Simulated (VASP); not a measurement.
Set up this calculation in VASP 6.6.1, as the native input.

| Property | Result |
| --- | --- |
| Task | relaxation of cell and atoms |
| Functional | r2SCAN |
| Potentials or basis | VASP PAW PBE potentials, release 64 (Zr_sv) |
| Cutoff | 600 eV |
| k mesh | 4 × 4 × 4 |
| Occupations | gaussian, width 0.1 eV |
| Spin | no spin polarisation |
| Dipole correction | no |
| Further INCAR settings | ALGO = Normal; EDIFF = 1e-07; IBRION = 2; EDIFFG = -0.04; NSW = 90; ISIF = 3 |

Zr:

```
Zr
1.0
     2.44348   -4.14125    0.00000
     2.44348    4.14125    0.00000
     0.00000    0.00000    4.89347
Zr
4
Direct
  0.15250 0.84750 0.07850
  0.65250 0.34750 0.42150
  0.84750 0.15250 0.92150
  0.34750 0.65250 0.57850
```

The input as run:

POSCAR

```
Zr
1.0
    2.4434843679     -4.1412528644      0.0000000000
    2.4434843679      4.1412528644      0.0000000000
    0.0000000000      0.0000000000      4.8934692373
Zr
4
Direct
    0.1525000000      0.8475000000      0.0785000000
    0.6525000000      0.3475000000      0.4215000000
    0.8475000000      0.1525000000      0.9215000000
    0.3475000000      0.6525000000      0.5785000000
```

INCAR.step1

```
PREC = Accurate
ENCUT = 600
ISMEAR = 0
SIGMA = 0.1
LREAL = False
LASPH = True
NELM = 100
GGA = PE
ALGO = Normal
EDIFF = 1E-4
LWAVE = True
LCHARG = False
```

INCAR.step2

```
PREC = Accurate
ENCUT = 600
EDIFF = 1E-7
ISMEAR = 0
SIGMA = 0.1
LREAL = False
LASPH = True
NELM = 100
ALGO = Normal
ISIF = 3
LWAVE = False
LCHARG = False
METAGGA = R2SCAN
LMIXTAU = True
IBRION = 2
NSW = 90
EDIFFG = -0.04
ISTART = 1
```

KPOINTS

```
Automatic mesh
0
Gamma
  4 4 4
```

Potentials or basis: VASP PAW PBE potentials, release 64 (Zr_sv).

The run is started by

```console
$ cat potpaw_PBE.64/Zr_sv/POTCAR > POTCAR
$ cp INCAR.step1 INCAR
$ mpirun -np 1 vasp_std > vasp.out
$ cp INCAR.step2 INCAR
$ mpirun -np 1 vasp_std > vasp.out
```

It gave:

```
Relaxed volume                         : 24.84 Å³/atom
Relaxed cell                           : a = 5.820 Å, b = 5.820 Å, c = 4.024 Å, α = 90.00°, β = 90.00°, γ = 133.20°
Space group after relaxing (to 0.05 Å) : Fmmm (No. 69)
Energy gained by relaxing              : 971.7 meV/atom
Ionic steps                            : 20
Pressure after relaxing                : 0.0 GPa
Largest force after relaxing           : 0.037 eV/Å
Band gap on the k mesh                 : zero (band 24 reaches 8.08 eV, above the bottom of band 25 at 7.85 eV)
```

Caveat: the k points lie up to 0.39 Å⁻¹ apart in the final cell; the PAW data sets were made with another functional, which shifts forces and pressure a little.

It took 41 min on 1 thread of Intel(R) Xeon(R) 6975P-C (Granite Rapids), on a shared host, peak memory 0.29 GiB.
